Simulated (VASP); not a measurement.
# Ti (Fm-3m) in VASP: relaxation of cell and atoms with PBE

Aim: the relaxation of cell and atoms of Ti with PBE.

All numbers are computed with VASP 6.6.1; they aren't measurements. Logs are shortened: lines on timing, memory, paths and dates and some standing lists are left out, and cuts for length are marked.

**1. The cell of the first run**

The structure is cubic, space group Fm-3m (No. 225). Conventional cell: a = 4.113 Å, b = 4.113 Å, c = 4.113 Å, α = 90.00°, β = 90.00°, γ = 90.00°. Ti (site symmetry m-3m) has 12 Ti at 2.91 Å within 3.8 Å.

This isn't the form of Ti at room conditions, which is hcp.

**2. Relaxation of cell and atoms, PBE**

File INCAR:

```
PREC     = Accurate       # precision mode
ENCUT    = 600            # plane-wave cutoff, eV
EDIFF    = 1E-6           # SCF threshold, eV
ISMEAR   = -1             # smearing method
SIGMA    = 0.08           # smearing width, eV
LREAL    = False          # projectors in reciprocal space
LASPH    = True           # aspherical terms in the spheres
NELM     = 100            # most SCF steps
ALGO     = Normal         # electronic algorithm
ISIF     = 3              # what is computed and relaxed
LWAVE    = False          # write WAVECAR
LCHARG   = False          # write CHGCAR
GGA      = PE             # functional
IBRION   = 2              # ionic algorithm
NSW      = 60             # ionic steps
EDIFFG   = -0.005         # ionic threshold
```

File KPOINTS:

```
regular mesh
0
Gamma
  18 18 18
```

File POSCAR:

```
Ti
1.0
    0.0000000000      2.0565919077      2.0565919077
    2.0565919077      0.0000000000      2.0565919077
    2.0565919077      2.0565919077      0.0000000000
Ti
1
Direct
    0.0000000000      0.0000000000      0.0000000000
```

Potentials or basis: VASP PAW PBE potentials, release 64 (Ti_sv).

Launch:

```sh
> cat potpaw_PBE.64/Ti_sv/POTCAR > POTCAR
> mpirun -np 1 vasp_std > vasp.out
```

OUTCAR:

```text
PREC = Accurate
   ENCUT = 600
   EDIFF = 1E-6
   ISMEAR = -1
   LREAL = False
   LASPH = True
   NELM = 100
   ISIF = 3
   GGA = PE
   IBRION = 2
   NSW = 60
   EDIFFG = -0.005

 ion  position               nearest neighbor table
   1  0.000  0.000  0.000-

  LATTYP: Found a face centered cubic cell.
 ALAT       =     4.1131838154

  Lattice vectors:

 A1 = (   0.0000000000,   2.0565919077,   2.0565919077)
 A2 = (   2.0565919077,   0.0000000000,   2.0565919077)
 A3 = (   2.0565919077,   2.0565919077,   0.0000000000)

Analysis of symmetry for initial positions (statically):
=====================================================================
 Subroutine PRICEL returns:
 Original cell was already a primitive cell.

 Routine SETGRP: Setting up the symmetry group for a
 face centered cubic supercell.

 Subroutine GETGRP returns: Found 48 space group operations
 (whereof 48 operations were pure point group operations)
 out of a pool of 48 trial point group operations.

The static configuration has the point symmetry O_h .

Analysis of symmetry for dynamics (positions and initial velocities):
=====================================================================
 Subroutine PRICEL returns:
 Original cell was already a primitive cell.

 Routine SETGRP: Setting up the symmetry group for a
 face centered cubic supercell.

 Subroutine GETGRP returns: Found 48 space group operations
 (whereof 48 operations were pure point group operations)
 out of a pool of 48 trial point group operations.

The dynamic configuration has the point symmetry O_h .

 Subroutine INISYM returns: Found 48 space group operations
 (whereof 48 operations are pure point group operations),
 and found     1 'primitive' translations

----------------------------------------------------------------------------------------

                                     Primitive cell

  volume of cell :      17.3970

  direct lattice vectors                    reciprocal lattice vectors
     0.000000000  2.056591908  2.056591908    -0.243120669  0.243120669  0.243120669
     2.056591908  0.000000000  2.056591908     0.243120669 -0.243120669  0.243120669
     2.056591908  2.056591908  0.000000000     0.243120669  0.243120669 -0.243120669

  length of vectors
     2.908460168  2.908460168  2.908460168     0.421097351  0.421097351  0.421097351

  position of ions in fractional coordinates (direct lattice)
     0.000000000  0.000000000  0.000000000

  ion indices of the primitive-cell ions
   primitive index   ion index
                 1           1

----------------------------------------------------------------------------------------

 KPOINTS: regular mesh

Automatic generation of k-mesh.
 Grid dimensions read from file:
 generate k-points for:   18   18   18

 Generating k-lattice:

  Cartesian coordinates                     Fractional coordinates (reciprocal lattice)
    -0.013506704  0.013506704  0.013506704     0.055555556  0.000000000  0.000000000
     0.013506704 -0.013506704  0.013506704     0.000000000  0.055555556  0.000000000
     0.013506704  0.013506704 -0.013506704     0.000000000  0.000000000  0.055555556

  Length of vectors
     0.023394297  0.023394297  0.023394297

  Shift w.r.t. Gamma in fractional coordinates (k-lattice)
     0.000000000  0.000000000  0.000000000

 Subroutine IBZKPT returns following result:
 ===========================================

 Found    195 irreducible k-points:

 Following reciprocal coordinates:
            Coordinates               Weight
  0.000000  0.000000  0.000000      1.000000
  0.055556  0.000000  0.000000      8.000000
  0.111111  0.000000  0.000000      8.000000
  0.166667  0.000000  0.000000      8.000000
  0.222222  0.000000  0.000000      8.000000
  0.277778  0.000000  0.000000      8.000000
[... 16 lines left out ...]
 -0.277778  0.055556  0.000000     24.000000
 -0.222222  0.055556  0.000000     24.000000
 [... further k-points ...]
   k-points           NKPTS =    195   k-points in BZ     NKDIM =    195   number of bands    NBANDS=     10
   number of dos      NEDOS =    301   number of ions     NIONS =      1
   total plane-waves  NPLWV =  13824
   dimension x,y,z NGX =    24 NGY =   24 NGZ =   24
   dimension x,y,z NGXF=    48 NGYF=   48 NGZF=   48
   ions per type =               1
   NGX,Y,Z   is equivalent  to a cutoff of  13.72, 13.72, 13.72 a.u.
   NGXF,Y,Z  is equivalent  to a cutoff of  27.44, 27.44, 27.44 a.u.
 SYSTEM =  unknown system
   PREC   = accura    normal or accurate (medium, high low for compatibility)
   ISTART =      0    job   : 0-new  1-cont  2-samecut
   ICHARG =      2    charge: 1-file 2-atom 10-const
   ISPIN  =      1    spin polarized calculation?
   LNONCOLLINEAR =      F non collinear calculations
   LSORBIT =      F    spin-orbit coupling
   LASPH  =      T    aspherical Exc in radial PAW
   ENCUT  =  600.0 eV  44.10 Ry    6.64 a.u.   5.81  5.81  5.81*2*pi/ulx,y,z
   NELM   =    100;   NELMIN=  2; NELMDL= -5     # of ELM steps
   EDIFF  = 0.1E-05   stopping-criterion for ELM
   LREAL  =      F    real-space projection
   EDIFFG = -.5E-02   stopping-criterion for IOM
   NSW    =     60    number of steps for IOM
   IBRION =      2    ionic relax: 0-MD 1-quasi-New 2-CG
   NFREE  =      1    steps in history (QN), initial steepest desc. (CG)
   ISIF   =      3    stress and relaxation
   ISYM   =      2    0-nonsym 1-usesym 2-fastsym
   POTIM  = 0.5000    time-step for ionic-motion
   TEBEG  =    0.0;   TEEND  =   0.0 temperature during run
   PSTRESS=    0.0 pullay stress
   NELECT =      12.0000    total number of electrons
   NUPDOWN=      -1.0000    fix difference up-down
   EMIN   =  10.00;   EMAX   =-10.00  energy-range for DOS
   EFERMI =   0.00;   METHOD = LEGACY
   ISMEAR =    -1;   SIGMA  =   0.08  broadening in eV -4-tet -1-fermi 0-gaus
   EFERMI_NEDOS =   21; number of points for ismear=-14 and -15
   IALGO  =     38    algorithm
   IMIX   =      4    mixing-type and parameters
     AMIX     =   0.40;   BMIX     =  1.00
     AMIX_MAG =   1.60;   BMIX_MAG =  1.00
  volume/ion in A,a.u.               =      17.40       117.40
  Fermi-wavevector in a.u.,A,eV,Ry     =   1.446473  2.733438 28.467271  2.092285
  Thomas-Fermi vector in A             =   2.564538
   LORBIT       =      0    0 simple, 1 ext, 2 COOP (PROOUT), +10 PAW based schemes
   GGA     = PE    functional components
   LHFCALC =     F    Hartree Fock is set to
   AEXX    =    0.0000 exact exchange contribution
   IVDW    =     0    specifies the selected vdW correction
   LEPSILON=     F    determine dielectric tensor
   LRPA    =     F    only Hartree local field effects (RPA)
 conjugate gradient relaxation of ions
 non-spin polarized calculation
  energy-cutoff  :      600.00
  volume of cell :       17.40
 maximum number of plane-waves:       592
   NGX = 11   NGY = 11   NGZ = 11

--------------------------------------- Ionic step        1  -------------------------------------------

 number of electron      12.0000002 magnetization

 Free energy of the ion-electron system (eV)
  ---------------------------------------------------
  ext. energy  EPLUGINS =         0.00000000
  ---------------------------------------------------
  free energy    TOTEN  =        -7.79585460 eV

  energy without entropy =       -7.75922761  energy(sigma->0) =       -7.77754111

------------------------ aborting loop because EDIFF is reached ----------------------------------------

  FORCE on cell =-STRESS in cart. coord.  units (eV):
  Direction    XX          YY          ZZ          XY          YZ          ZX
  --------------------------------------------------------------------------------------
  -------------------------------------------------------------------------------------
  Total       -0.0225445     -0.0225445     -0.0225445      0.0000000      0.0000000     -0.0000000
  in kB       -2.0762385     -2.0762385     -2.0762385      0.0000000      0.0000000     -0.0000000
  external PRESSURE =      -2.0762385 kB  Pullay stress =       0.0000000 kB
[... 55 lines left out ...]
  energy  without entropy=       -7.7593783673  energy(sigma->0) =       -7.77762168

--------------------------------------- Ionic step        3  -------------------------------------------

 number of electron      12.0000002 magnetization

 Free energy of the ion-electron system (eV)
  ---------------------------------------------------
  ext. energy  EPLUGINS =         0.00000000
  ---------------------------------------------------
  free energy    TOTEN  =        -7.79587572 eV

  energy without entropy =       -7.75932816  energy(sigma->0) =       -7.77760194

 E-fermi :   8.2244     XC(G=0): -11.4992

 val. band max:        8.2200614064   @ k =  -0.3889   0.3889   0.1667
 cond. band min:       8.2337909101   @ k =   0.2778   0.0000   0.0000
 fundamental gap:      0.0137295036
 Fermi energy:         8.2244157079

 k-point     1 :       0.0000    0.0000    0.0000
  band No.  band energies     occupation
      1     -48.4844      2.00000
      2     -24.3440      2.00000
      3     -24.3440      2.00000
      4     -24.3440      2.00000
      5       2.1260      2.00000
      6       9.0994      0.00004
      7       9.0994      0.00004
      8       9.0994      0.00004
      9      10.7308      0.00000
     10      10.7308      0.00000
[... 287 lines left out ...]
 k-point    24 :      -0.2222    0.0556    0.0000
  band No.  band energies     occupation
      1     -48.4248      2.00000
      2     -24.6667      2.00000
      3     -24.4064      2.00000
      4     -24.3777      2.00000
      5       3.8815      2.00000
      6       8.2868      0.62847
      7       9.3303      0.00000
      8       9.4300      0.00000
      9      10.5349      0.00000
     10      11.0140      0.00000

 [... further k-points ...]
[... 5 lines left out ...]
  --------------------------------------------------------------------------------------
  -------------------------------------------------------------------------------------
  Total        0.0039700      0.0039700      0.0039700     -0.0000000      0.0000000     -0.0000000
  in kB        0.3662913      0.3662913      0.3662913     -0.0000000      0.0000000     -0.0000000
  external PRESSURE =       0.3662913 kB  Pullay stress =       0.0000000 kB
[... 16 lines left out ...]
  FREE ENERGIE OF THE ION-ELECTRON SYSTEM (eV)
  ---------------------------------------------------
  free  energy   TOTEN  =        -7.7958757172 eV

  energy  without entropy=       -7.7593281556  energy(sigma->0) =       -7.77760194

 reached required accuracy - stopping structural energy minimisation
```

Run time: 1.7 min. Hardware: 1 thread of AMD EPYC 7R43 (Zen 3), shared host; peak memory 0.14 GiB.

Results:

* Free energy: -7.7959 eV
* Relaxed volume: 17.36 Å³/atom
* Relaxed cell: a = 2.907 Å, b = 2.907 Å, c = 2.907 Å, α = 60.00°, β = 60.00°, γ = 60.00°
* Space group after relaxing (to 0.1 Å): Fm-3m (No. 225)
* Energy gained by relaxing: 0.0 meV/atom
* Ionic steps: 3
* Pressure after relaxing: 0.0 GPa
* Band gap on the k mesh: zero (bands 6 and 7 overlap by 1.31 eV)

Final structure:
```cif
data_structure
_symmetry_space_group_name_H-M 'P 1'
_symmetry_Int_Tables_number 1
_cell_length_a 2.9067
_cell_length_b 2.9067
_cell_length_c 2.9067
_cell_angle_alpha 60.000
_cell_angle_beta 60.000
_cell_angle_gamma 60.000
_cell_volume 17.36
loop_
_atom_site_label
_atom_site_type_symbol
_atom_site_fract_x
_atom_site_fract_y
_atom_site_fract_z
_atom_site_occupancy
Ti1 Ti 0.00000 0.00000 0.00000 1
```

Levels at points of the mesh, in eV from the Fermi level:
```tsv
k point	band 4	band 5	band 6	band 7	band 8	band 9
(0.00, 0.00, 0.00)	-32.57	-6.10	0.87	0.87	0.87	2.51
(0.50, 0.00, 0.00)	-32.65	-2.59	0.63	0.76	0.76	3.57
(0.50, 0.50, 0.00)	-32.80	-2.57	-1.71	2.84	3.57	3.85
```
